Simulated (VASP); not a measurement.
# MgO (P6_3/mmc) in VASP: further runs, part 2 of 2

VASP 6.6.1. Earlier steps stand in the parts before.

**4. Single point, PBEsol (strain -0.025 along x and y, -0.025 along z)**

Input file INCAR:

```
SYSTEM = MgO
PREC = Accurate ; ENCUT = 520
EDIFF = 1E-6 ; ISMEAR = 0
SIGMA = 0.05 ; LREAL = .False.
LASPH = .True. ; NELM = 80
ALGO = Normal ; ISIF = 2
LWAVE = .False. ; LCHARG = .False.
GGA = PS ; NBANDS = 16
```

Input file KPOINTS:

```
Automatic mesh
0
Gamma
  9 9 6
  0 0 0
```

Input file POSCAR:

```
MgO
1.0
    3.3992184161      0.0000000000      0.0000000000
   -1.6996092081      2.9438095014      0.0000000000
    0.0000000000      0.0000000000      4.0735901895
Mg O
2 2
Direct
    0.6666666667      0.3333333333      0.7500000000
    0.3333333333      0.6666666667      0.2500000000
    0.6666666667      0.3333333333      0.2500000000
    0.3333333333      0.6666666667      0.7500000000
```

Potentials or basis: VASP PAW PBE potentials, release 64 (Mg, O).

Run with:

```bash
cat potpaw_PBE.64/Mg/POTCAR potpaw_PBE.64/O/POTCAR > POTCAR
mpirun -np 1 vasp_std > vasp.out
```

OUTCAR:

```text
SYSTEM = MgO
   PREC = Accurate
   ENCUT = 520
   EDIFF = 1E-6
   ISMEAR = 0
   LREAL = .False.
   LASPH = .True.
   NELM = 80
   ISIF = 2
   GGA = PS

 ion  position               nearest neighbor table
   1  0.667  0.333  0.750-   4 1.96   4 1.96   4 1.96   3 2.04   3 2.04   2 2.83   2 2.83   2 2.83
                             2 2.83   2 2.83   2 2.83
   2  0.333  0.667  0.250-   3 1.96   3 1.96   3 1.96   4 2.04   4 2.04   1 2.83   1 2.83   1 2.83
                             1 2.83   1 2.83   1 2.83
   3  0.667  0.333  0.250-   2 1.96   2 1.96   2 1.96   1 2.04   1 2.04
   4  0.333  0.667  0.750-   1 1.96   1 1.96   1 1.96   2 2.04   2 2.04

  LATTYP: Found a hexagonal cell.
 ALAT       =     3.3992184161
 C/A-ratio  =     1.1983902447

  Lattice vectors:

 A1 = (   3.3992184161,   0.0000000000,   0.0000000000)
 A2 = (  -1.6996092081,   2.9438095014,   0.0000000000)
 A3 = (   0.0000000000,   0.0000000000,   4.0735901895)

Analysis of symmetry for initial positions (statically):
=====================================================================
 Subroutine PRICEL returns:
 Original cell was already a primitive cell.

 Routine SETGRP: Setting up the symmetry group for a
 hexagonal supercell.

 Subroutine GETGRP returns: Found 24 space group operations
 (whereof 12 operations were pure point group operations)
 out of a pool of 24 trial point group operations.

The static configuration has the point symmetry D_3d.
 The point group associated with its full space group is D_6h.

Analysis of symmetry for dynamics (positions and initial velocities):
=====================================================================
 Subroutine PRICEL returns:
 Original cell was already a primitive cell.

 Routine SETGRP: Setting up the symmetry group for a
 hexagonal supercell.

 Subroutine GETGRP returns: Found 24 space group operations
 (whereof 12 operations were pure point group operations)
 out of a pool of 24 trial point group operations.

[... 121 lines left out ...]
   EFERMI_NEDOS =   21; number of points for ismear=-14 and -15
   IALGO  =     38    algorithm
   IMIX   =      4    mixing-type and parameters
     AMIX     =   0.40;   BMIX     =  1.00
     AMIX_MAG =   1.60;   BMIX_MAG =  1.00
  volume/ion in A,a.u.               =      10.19        68.77
  Fermi-wavevector in a.u.,A,eV,Ry     =   1.198651  2.265122 19.548367  1.436764
  Thomas-Fermi vector in A             =   2.334534
   LORBIT       =      0    0 simple, 1 ext, 2 COOP (PROOUT), +10 PAW based schemes
   GGA     = PS    functional components
   LHFCALC =     F    Hartree Fock is set to
   AEXX    =    0.0000 exact exchange contribution
   IVDW    =     0    specifies the selected vdW correction
   LEPSILON=     F    determine dielectric tensor
   LRPA    =     F    only Hartree local field effects (RPA)
 non-spin polarized calculation
 Gauss-broadening in eV      SIGMA  =   0.05
  energy-cutoff  :      520.00
  volume of cell :       40.76
 maximum number of plane-waves:      1108
 NGX is ok and might be reduce to    28
   NGX = 13   NGY = 13   NGZ = 15

 number of electron      15.9999996 magnetization

 Free energy of the ion-electron system (eV)
  ---------------------------------------------------
  ext. energy  EPLUGINS =         0.00000000
  ---------------------------------------------------
  free energy    TOTEN  =       -24.62556403 eV

  energy without entropy =      -24.62556403  energy(sigma->0) =      -24.62556403

 E-fermi :   2.6400     XC(G=0): -10.6619

 val. band max:        2.4079656215   @ k =   0.0000   0.0000   0.0000
 cond. band min:       6.1080928948   @ k =   0.0000   0.0000   0.0000
 fundamental gap:      3.7001272733
 Fermi energy:         2.6400065220

 k-point     1 :       0.0000    0.0000    0.0000
  band No.  band energies     occupation
      1     -14.8240      2.00000
      2     -13.1823      2.00000
      3      -1.5704      2.00000
      4       0.4953      2.00000
      5       0.4953      2.00000
      6       1.4886      2.00000
[... 433 lines left out ...]
      3      -1.4553      2.00000
      4      -0.6366      2.00000
      5      -0.6366      2.00000
      6       1.1093      2.00000
[... 8 lines left out ...]
     15      16.8095      0.00000
     16      19.7328      0.00000

 [... further k-points ...]
[... 5 lines left out ...]
  --------------------------------------------------------------------------------------
  -------------------------------------------------------------------------------------
  Total        3.1638604      3.1638604      3.4864085     -0.0000000      0.0000000      0.0000000
  in kB      124.3545791    124.3545791    137.0322364     -0.0000000      0.0000000      0.0000000
  external PRESSURE =     128.5804649 kB  Pullay stress =       0.0000000 kB

 VOLUME and BASIS-vectors are now :
 -----------------------------------------------------------------------------
  energy-cutoff  :      520.00
  volume of cell :       40.76
      direct lattice vectors                 reciprocal lattice vectors
     3.399218416  0.000000000  0.000000000     0.294185274  0.169847947  0.000000000
    -1.699609208  2.943809501  0.000000000     0.000000000  0.339695894  0.000000000
     0.000000000  0.000000000  4.073590189     0.000000000  0.000000000  0.245483702

 POSITION                                       TOTAL-FORCE (eV/Angst)
 -----------------------------------------------------------------------------------
      1.69961      0.98127      3.05519         0.000000     -0.000000      0.000000
     -0.00000      1.96254      1.01840        -0.000000      0.000000      0.000000
      1.69961      0.98127      1.01840        -0.000000      0.000000      0.000000
     -0.00000      1.96254      3.05519         0.000000     -0.000000      0.000000
 -----------------------------------------------------------------------------------
    total drift:                               -0.000000      0.000000     -0.000000

  FREE ENERGIE OF THE ION-ELECTRON SYSTEM (eV)
  ---------------------------------------------------
  free  energy   TOTEN  =       -24.6255640260 eV

  energy  without entropy=      -24.6255640260  energy(sigma->0) =      -24.62556403
```

OSZICAR:

```text
N       E                     dE             d eps       ncg     rms          rms(c)
DAV:   1     0.614655527631E+02    0.61466E+02   -0.77064E+03  1536   0.903E+02
DAV:   2    -0.246983747275E+02   -0.86164E+02   -0.79803E+02  2128   0.202E+02
DAV:   3    -0.283571238857E+02   -0.36587E+01   -0.36500E+01  1712   0.430E+01
DAV:   4    -0.283713761824E+02   -0.14252E-01   -0.14252E-01  1872   0.310E+00
DAV:   5    -0.283714434571E+02   -0.67275E-04   -0.67275E-04  1712   0.203E-01    0.107E+01
DAV:   6    -0.247321775189E+02    0.36393E+01   -0.87763E+00  1600   0.234E+01    0.331E+00
DAV:   7    -0.246642554561E+02    0.67922E-01   -0.13700E-01  1608   0.295E+00    0.206E+00
DAV:   8    -0.246275029164E+02    0.36753E-01   -0.78955E-02  1744   0.297E+00    0.470E-01
DAV:   9    -0.246251854770E+02    0.23174E-02   -0.51516E-03  1792   0.639E-01    0.111E-01
DAV:  10    -0.246255605367E+02   -0.37506E-03   -0.37376E-04  1552   0.141E-01    0.203E-02
DAV:  11    -0.246255652104E+02   -0.46738E-05   -0.75364E-06  1856   0.194E-02    0.133E-02
DAV:  12    -0.246255640924E+02    0.11180E-05   -0.28319E-06  1552   0.143E-02    0.240E-03
DAV:  13    -0.246255640260E+02    0.66429E-07   -0.28580E-07   824   0.431E-03
   1 F= -.24625564E+02 E0= -.24625564E+02  d E =-.257203E-13
```

stdout:

```text
POSCAR found type information on POSCAR MgO
 POSCAR found :  2 types and       4 ions
 scaLAPACK will be used
 -----------------------------------------------------------------------------
|                                                                             |
|                                                                             |
|     You enforced a specific xc type in the INCAR file but a different       |
|     I HOPE YOU KNOW WHAT YOU ARE DOING!                                     |
|                                                                             |
 -----------------------------------------------------------------------------

 LDA part: xc-table for (Slater+PW92), standard interpolation
 POSCAR, INCAR and KPOINTS ok, starting setup
 FFT: planning ... GRIDC
 FFT: planning ... GRID_SOFT
 FFT: planning ... GRID
 WAVECAR not read
 entering main loop
```

Wall time 49 s (1 thread of AMD EPYC 7R13, shared host); peak memory 0.14 GiB.

Results:

| Item | Value |
| --- | --- |
| Free energy | -24.6256 eV |
| Pressure | 12.9 GPa |
| Band gap on the k mesh | 3.70 eV, direct |

Caveat: the cell differs from its parent crystal (strain -0.025 along x and y, -0.025 along z); the PAW data sets were made with another functional, which shifts forces and pressure a little.

**5. The runs side by side**

| cell | gap on the mesh (eV) | pressure (GPa) |
| --- | --- | --- |
| a = 3.399, b = 3.399, c = 3.969 Å, angles 90.0, 90.0, 120.0°, 4 atoms | 3.84 | 18.4 |
| a = 3.312, b = 3.312, c = 4.282 Å, angles 90.0, 90.0, 120.0°, 4 atoms | 3.66 | 14.5 |
| a = 3.399, b = 3.399, c = 4.074 Å, angles 90.0, 90.0, 120.0°, 4 atoms | 3.70 | 12.9 |

Alike in all rows: task single point; level PBEsol; potentials or basis VASP PAW PBE potentials, release 64 (Mg, O); no spin polarisation; k mesh 9 × 9 × 6; cutoff (eV) 520; smearing gaussian 0.05 eV.

Caveats: the PAW data sets were made with another functional, which shifts forces and pressure a little.

Absolute energies hang on the potentials; compare differences alone.
